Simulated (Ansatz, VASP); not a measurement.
## CdF2: VASP beside Ansatz

```
Cd F
1.0
     1.42549    3.56372    3.56372
     3.56372    1.42549    3.56372
     3.56372    3.56372    1.42549
Cd F
1 2
Cartesian
  0.0000 0.0000 0.0000
  2.1382 2.1382 2.1382
  6.4147 6.4147 6.4147
```

Alike in both runs: task single point; functional PBEsol; k mesh 8 × 8 × 8; occupations gaussian, width 0.05 eV; no spin polarisation.

|  | VASP | Ansatz |
| --- | --- | --- |
| version | VASP 6.6.1 | Ansatz 0.2.0 |
| potentials or method | VASP PAW PBE potentials, release 64 (Cd_sv_GW, F), cutoff 700 eV | scalar-relativistic, plane waves, PAW |
| valence electrons in the cell | 34 | 34 |

|  | VASP | Ansatz | Ansatz less VASP |
| --- | --- | --- | --- |
| gap on the k mesh at the Fermi level (eV) | 3.33 | 3.36 | +0.022 |
| least direct gap on the mesh (eV) | 3.39 | 3.41 | +0.023 |
| pressure (GPa) | 22.2 | 22.4 | +0.12 |
| traceless stress, the component that is largest in VASP (GPa) | -6.50 | -6.42 | +0.082 |
| rms of the force components (eV/Å) | 0.415 | 0.405 | -0.0100 |

VASP's potentials were made for PBE, not for PBEsol. Atom by atom the forces differ by 0.010 eV/Å (rms over components).
